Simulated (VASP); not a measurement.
# Ga8Sb5As3 (P1) in VASP: single point with PBEsol

Aim: the single point of Ga8Sb5As3 with PBEsol.

Program: VASP 6.6.1. These are calculated values, not measurements. Logs are shortened: lines on timing, memory, paths and dates and some standing lists are left out, and cuts for length are marked.

### Step 1. The cell of the first run

The typed cell holds 64 atoms: a = 11.884 Å, b = 11.884 Å, c = 11.884 Å, α = 90.00°, β = 90.00°, γ = 90.00°.

### Step 2. Single point, PBEsol

INCAR

```
SYSTEM = Ga8Sb5As3
ALGO = Normal ; EDIFF = 1E-6
ENCUT = 500 ; GGA = PS
GGA_COMPAT = .FALSE. ; ISIF = 2
ISMEAR = -1 ; ISYM = -1
LASPH = .TRUE. ; LCHARG = .TRUE.
LELF = .TRUE. ; LREAL = Auto
LVHAR = .TRUE. ; LWAVE = .FALSE.
NBANDS = 326 ; NELM = 120
PREC = Accurate ; SIGMA = 0.05
```

KPOINTS

```
explicit points
1
Reciprocal
  0.25000000   0.25000000   0.25000000 1
```

POSCAR

```
Ga8Sb5As3
1.0
   11.8843006493      0.0000000000      0.0000000000
    0.0000000000     11.8843006493      0.0000000000
    0.0000000000      0.0000000000     11.8843006493
Ga Sb As
32 20 12
Direct
    0.9999650000      0.0016650000      0.9995470000
    0.9928570000      0.9916510000      0.5075960000
    0.0068430000      0.5094870000      0.0054130000
    0.9869490000      0.4992120000      0.5022000000
    0.4939980000      0.9927110000      0.9917230000
    0.4967670000      0.0069900000      0.5081310000
    0.5078810000      0.4927240000      0.9933390000
    0.5065180000      0.5089920000      0.5074780000
    0.2583910000      0.2412530000      0.9903240000
    0.2554160000      0.2442030000      0.4930530000
    0.2498570000      0.7504970000      0.0133430000
    0.2573540000      0.7590060000      0.5089510000
    0.7422460000      0.2582460000      0.9940340000
    0.7473490000      0.2481970000      0.5151060000
    0.7409730000      0.7583840000      0.9901820000
    0.7543550000      0.7439830000      0.5059430000
    0.2632650000      0.9991000000      0.2513190000
    0.2635130000      0.9999550000      0.7512230000
    0.2442160000      0.5064990000      0.2454980000
    0.2502300000      0.5014900000      0.7496440000
    0.7481070000      0.0000120000      0.2509260000
    0.7411970000      0.9936520000      0.7437550000
    0.7550030000      0.5083720000      0.2581920000
    0.7423330000      0.4945240000      0.7453780000
    0.0003410000      0.2481020000      0.2508130000
    0.9925720000      0.2585820000      0.7429210000
    0.9998030000      0.7379260000      0.2541780000
    0.9920240000      0.7579050000      0.7453560000
    0.4938130000      0.2449850000      0.2593370000
    0.5072110000      0.2416500000      0.7568230000
    0.4941680000      0.7581810000      0.2432200000
    0.5071600000      0.7561280000      0.7437100000
    0.1314520000      0.1235160000      0.1253050000
    0.1262570000      0.1234480000      0.6259360000
    0.1213940000      0.6280900000      0.6240740000
    0.6187880000      0.1238720000      0.1219770000
    0.6248070000      0.6277420000      0.1233160000
    0.3744650000      0.3733320000      0.1235350000
    0.3802790000      0.3714860000      0.6271500000
    0.8752480000      0.3791370000      0.1258710000
    0.8746340000      0.8710080000      0.1252740000
    0.3753600000      0.6295680000      0.3758140000
    0.3791630000      0.6289430000      0.8758480000
    0.8724090000      0.1247520000      0.3812980000
    0.8690130000      0.1258570000      0.8697370000
    0.8705040000      0.6255670000      0.8719360000
    0.1227590000      0.3772290000      0.3763330000
    0.1251960000      0.3748150000      0.8756620000
    0.1265700000      0.8746100000      0.3760140000
    0.1286070000      0.8748630000      0.8752200000
    0.6268340000      0.3757960000      0.3811930000
    0.6227280000      0.8747250000      0.3808310000
    0.1247530000      0.6280930000      0.1284570000
    0.6232050000      0.1228400000      0.6296400000
    0.6285550000      0.6272530000      0.6278100000
    0.3752340000      0.8775630000      0.1223540000
    0.3816550000      0.8794960000      0.6279760000
    0.8675110000      0.3771960000      0.6253980000
    0.8675910000      0.8732900000      0.6255400000
    0.3770840000      0.1208690000      0.3784490000
    0.3811880000      0.1206210000      0.8724730000
    0.8745660000      0.6250990000      0.3806880000
    0.6240090000      0.3732850000      0.8688380000
    0.6202770000      0.8772200000      0.8688290000
```

Potentials or basis: VASP PAW PBE potentials, release 64 (Ga_d, Sb, As).

Command:

```
> cat potpaw_PBE.64/Ga_d/POTCAR potpaw_PBE.64/Sb/POTCAR potpaw_PBE.64/As/POTCAR > POTCAR
> mpirun -np 1 vasp_std > vasp.out
```

OUTCAR:

```text
SYSTEM = Ga8Sb5As3
   EDIFF = 1E-6
   ENCUT = 500
   GGA = PS
   ISIF = 2
   ISMEAR = -1
   ISYM = -1
   LASPH = .TRUE.
   LREAL = Auto
   NELM = 120
   PREC = Accurate

 ion  position               nearest neighbor table
   1  1.000  0.002  1.000-  33 2.60  50 2.61  41 2.62  45 2.64
   2  0.993  0.992  0.508-  59 2.48  44 2.61  49 2.63  34 2.64
   3  0.007  0.509  0.005-  53 2.47  40 2.63  48 2.63  46 2.65
   4  0.987  0.499  0.502-  62 2.47  58 2.50  47 2.64  35 2.65
   5  0.494  0.993  0.992-  61 2.47  64 2.50  56 2.50  36 2.65
   6  0.497  0.007  0.508-  57 2.49  60 2.50  54 2.50  52 2.65
[... 56 lines left out ...]
  63  0.624  0.373  0.869-  13 2.46   7 2.47  30 2.48  24 2.49
  64  0.620  0.877  0.869-  32 2.47  15 2.48  22 2.49   5 2.50

IMPORTANT INFORMATION: All symmetrisations will be switched off!
NOSYMM: (Re-)initialisation of all symmetry stuff for point group C_1.

----------------------------------------------------------------------------------------

                                     Primitive cell

  volume of cell :    1678.4982

  direct lattice vectors                    reciprocal lattice vectors
    11.884300649  0.000000000  0.000000000     0.084144623  0.000000000  0.000000000
     0.000000000 11.884300649  0.000000000     0.000000000  0.084144623  0.000000000
     0.000000000  0.000000000 11.884300649     0.000000000  0.000000000  0.084144623

  length of vectors
    11.884300649 11.884300649 11.884300649     0.084144623  0.084144623  0.084144623

  position of ions in fractional coordinates (direct lattice)
     0.999965000  0.001665000  0.999547000
     0.992857000  0.991651000  0.507596000
     0.006843000  0.509487000  0.005413000
     0.986949000  0.499212000  0.502200000
     0.493998000  0.992711000  0.991723000
     0.496767000  0.006990000  0.508131000
[... 56 lines left out ...]
     0.624009000  0.373285000  0.868838000
     0.620277000  0.877220000  0.868829000

  ion indices of the primitive-cell ions
   primitive index   ion index
                 1           1
                 2           2
                 3           3
                 4           4
                 5           5
                 6           6
[... 56 lines left out ...]
                63          63
                64          64

----------------------------------------------------------------------------------------

 KPOINTS: explicit points

Read explicit list of k-points.

 Found      1 k-points:

 Following reciprocal coordinates:
            Coordinates               Weight
  0.250000  0.250000  0.250000      1.000000
   k-points           NKPTS =      1   k-points in BZ     NKDIM =      1   number of bands    NBANDS=    326
   number of dos      NEDOS =    301   number of ions     NIONS =     64
   total plane-waves  NPLWV = 729000
   dimension x,y,z NGX =    90 NGY =   90 NGZ =   90
   dimension x,y,z NGXF=   180 NGYF=  180 NGZF=  180
   ions per type =              32  20  12
   NGX,Y,Z   is equivalent  to a cutoff of  12.59, 12.59, 12.59 a.u.
   NGXF,Y,Z  is equivalent  to a cutoff of  25.18, 25.18, 25.18 a.u.
 SYSTEM =  Ga8Sb5As3
   PREC   = accura    normal or accurate (medium, high low for compatibility)
   ISTART =      0    job   : 0-new  1-cont  2-samecut
   ICHARG =      2    charge: 1-file 2-atom 10-const
   ISPIN  =      1    spin polarized calculation?
   LNONCOLLINEAR =      F non collinear calculations
   LSORBIT =      F    spin-orbit coupling
   LASPH  =      T    aspherical Exc in radial PAW
   ENCUT  =  500.0 eV  36.75 Ry    6.06 a.u.  21.67 21.67 21.67*2*pi/ulx,y,z
   NELM   =    120;   NELMIN=  2; NELMDL= -5     # of ELM steps
   EDIFF  = 0.1E-05   stopping-criterion for ELM
   LREAL  =      T    real-space projection
   EDIFFG = 0.1E-04   stopping-criterion for IOM
   NSW    =      0    number of steps for IOM
   IBRION =     -1    ionic relax: 0-MD 1-quasi-New 2-CG
   NFREE  =      0    steps in history (QN), initial steepest desc. (CG)
   ISIF   =      2    stress and relaxation
   ISYM   =     -1    0-nonsym 1-usesym 2-fastsym
   POTIM  = 0.5000    time-step for ionic-motion
   TEBEG  =    0.0;   TEEND  =   0.0 temperature during run
   PSTRESS=    0.0 pullay stress
   NELECT =     576.0000    total number of electrons
   NUPDOWN=      -1.0000    fix difference up-down
   EMIN   =  10.00;   EMAX   =-10.00  energy-range for DOS
   EFERMI =   0.00;   METHOD = LEGACY
   ISMEAR =    -1;   SIGMA  =   0.05  broadening in eV -4-tet -1-fermi 0-gaus
   EFERMI_NEDOS =   21; number of points for ismear=-14 and -15
   IALGO  =     38    algorithm
   IMIX   =      4    mixing-type and parameters
     AMIX     =   0.40;   BMIX     =  1.00
     AMIX_MAG =   1.60;   BMIX_MAG =  1.00
  volume/ion in A,a.u.               =      26.23       176.99
  Fermi-wavevector in a.u.,A,eV,Ry     =   1.146152  2.165912 17.873474  1.313663
  Thomas-Fermi vector in A             =   2.282837
   LORBIT       =      0    0 simple, 1 ext, 2 COOP (PROOUT), +10 PAW based schemes
   GGA     = PS    functional components
   LHFCALC =     F    Hartree Fock is set to
   AEXX    =    0.0000 exact exchange contribution
   IVDW    =     0    specifies the selected vdW correction
   LEPSILON=     F    determine dielectric tensor
   LRPA    =     F    only Hartree local field effects (RPA)
 non-spin polarized calculation
  energy-cutoff  :      500.00
  volume of cell :     1678.50
 maximum number of plane-waves:     42574
 NGX is ok and might be reduce to    90
   NGX = 43   NGY = 43   NGZ = 43

 number of electron     576.0000016 magnetization

 Free energy of the ion-electron system (eV)
  ---------------------------------------------------
  ext. energy  EPLUGINS =         0.00000000
  ---------------------------------------------------
  free energy    TOTEN  =      -270.89170864 eV

  energy without entropy =     -270.89029269  energy(sigma->0) =     -270.89100066

 E-fermi :   4.7000     XC(G=0):  -9.4617

 val. band max:        4.3332713603   @ k =   0.2500   0.2500   0.2500
 cond. band min:       5.0535282357   @ k =   0.2500   0.2500   0.2500
 fundamental gap:      0.7202568754
 Fermi energy:         4.6999694780

 k-point     1 :       0.2500    0.2500    0.2500
  band No.  band energies     occupation
      1     -10.6080      2.00000
      2     -10.6004      2.00000
      3     -10.5983      2.00000
      4     -10.5970      2.00000
      5     -10.5938      2.00000
      6     -10.5914      2.00000
[... 292 lines left out ...]
    299       6.1624      0.00000
    300       6.2249      0.00000
 [bands above 300 left out]

------------------------ aborting loop because EDIFF is reached ----------------------------------------

  FORCE on cell =-STRESS in cart. coord.  units (eV):
  Direction    XX          YY          ZZ          XY          YZ          ZX
  --------------------------------------------------------------------------------------
  -------------------------------------------------------------------------------------
  Total        1.5951625      1.1211883      1.1471837     -7.8964312     -7.8654197     -7.8679912
  in kB        1.5226309      1.0702082      1.0950216     -7.5373824     -7.5077810     -7.5102355
  external PRESSURE =       1.2292869 kB  Pullay stress =       0.0000000 kB

 VOLUME and BASIS-vectors are now :
 -----------------------------------------------------------------------------
  energy-cutoff  :      500.00
  volume of cell :     1678.50
      direct lattice vectors                 reciprocal lattice vectors
    11.884300649  0.000000000  0.000000000     0.084144623  0.000000000  0.000000000
     0.000000000 11.884300649  0.000000000     0.000000000  0.084144623  0.000000000
     0.000000000  0.000000000 11.884300649     0.000000000  0.000000000  0.084144623

 POSITION                                       TOTAL-FORCE (eV/Angst)
 -----------------------------------------------------------------------------------
     11.88388      0.01979     11.87892        -0.001726      0.008962     -0.005431
     11.79941     11.78508      6.03242        -0.016907     -0.004148      0.016615
      0.08132      6.05490      0.06433         0.008163      0.007659      0.011699
     11.72920      5.93279      5.96830        -0.021874     -0.005971      0.010312
      5.87082     11.79768     11.78593         0.013583      0.007517      0.011495
      5.90373      0.08307      6.03878        -0.005965      0.002603     -0.016014
[... 56 lines left out ...]
      7.41591      4.43623     10.32553        -0.008680     -0.014583      0.012360
      7.37156     10.42515     10.32543         0.000197     -0.004172     -0.009898
 -----------------------------------------------------------------------------------
    total drift:                               -0.006250     -0.015125      0.002829

  FREE ENERGIE OF THE ION-ELECTRON SYSTEM (eV)
  ---------------------------------------------------
  free  energy   TOTEN  =      -270.8917086394 eV

  energy  without entropy=     -270.8902926896  energy(sigma->0) =     -270.89100066
```

Run time: 41 min. Hardware: 1 thread of AMD EPYC 7R43 (Zen 3), shared host; peak memory 1.5 GiB.

What came out:

| Property | Result |
| --- | --- |
| Free energy | -270.8917 eV |
| Pressure | 0.1 GPa |
| Largest force | 0.033 eV/Å |
| Band gap on the k mesh | 0.72 eV |

Forces on the atoms (eV/Å):
```
Ga  -0.002  0.009 -0.005
Ga  -0.017 -0.004  0.017
Ga   0.008  0.008  0.012
Ga  -0.022 -0.006  0.010
Ga   0.014  0.008  0.011
Ga  -0.006  0.003 -0.016
Ga   0.013 -0.017 -0.020
Ga   0.020 -0.001  0.009
Ga   0.019 -0.018 -0.009
Ga   0.021 -0.006  0.000
Ga   0.011 -0.005  0.010
Ga   0.027  0.019  0.004
Ga  -0.005  0.017 -0.008
Ga  -0.012  0.006  0.016
Ga  -0.018  0.015 -0.007
Ga   0.001 -0.011  0.008
Ga   0.009  0.009 -0.004
Ga   0.008  0.013  0.002
Ga  -0.020  0.007 -0.012
Ga  -0.003  0.001  0.006
Ga   0.016  0.001  0.006
Ga   0.009  0.009  0.015
Ga   0.009  0.020  0.008
Ga   0.013  0.016 -0.011
Ga   0.006  0.005 -0.001
Ga   0.005  0.018 -0.014
Ga  -0.002 -0.001  0.009
Ga   0.002  0.015 -0.018
Ga  -0.007 -0.007  0.000
Ga  -0.005  0.000  0.003
Ga  -0.025  0.016 -0.013
Ga  -0.007 -0.003  0.006
Sb   0.003  0.002 -0.005
Sb  -0.001  0.000 -0.003
Sb  -0.029 -0.009 -0.014
Sb  -0.012  0.008 -0.008
Sb  -0.003 -0.005 -0.008
Sb   0.004 -0.006  0.006
Sb  -0.012 -0.006  0.001
Sb  -0.011  0.002  0.000
Sb  -0.004 -0.023 -0.008
Sb  -0.003 -0.004 -0.006
Sb   0.003  0.001  0.003
Sb   0.002 -0.007  0.019
Sb   0.005 -0.018  0.004
Sb   0.014 -0.014  0.012
Sb  -0.006  0.004 -0.015
Sb  -0.016  0.003 -0.006
Sb   0.004 -0.005  0.005
Sb  -0.001 -0.002  0.010
Sb   0.000 -0.003 -0.002
Sb   0.007 -0.017  0.004
As   0.001 -0.002  0.005
As   0.006 -0.002  0.002
As  -0.003  0.006 -0.001
As  -0.005 -0.007  0.001
As   0.003 -0.004  0.002
As   0.002 -0.003 -0.009
As  -0.008  0.004 -0.009
As   0.002  0.003  0.004
As   0.004 -0.009  0.006
As   0.002 -0.002 -0.003
As  -0.009 -0.015  0.012
As   0.000 -0.004 -0.010
```

Levels at points of the mesh, in eV from the valence-band top:
```tsv
k point	band 285	band 286	band 287	band 288	band 289	band 290	band 291	band 292
(0.25, 0.25, 0.25)	-0.55	-0.49	-0.06	0.00	0.72	1.18	1.34	1.37
```

Caveat: semilocal functionals underestimate gaps, and a narrow one can read as zero; the PAW data sets were made with another functional, which shifts forces and pressure a little; spin-orbit coupling is left out, which moves the levels of the heavy elements; a shifted mesh leaves out Γ, where band edges can lie. A k mesh can miss the band edges.
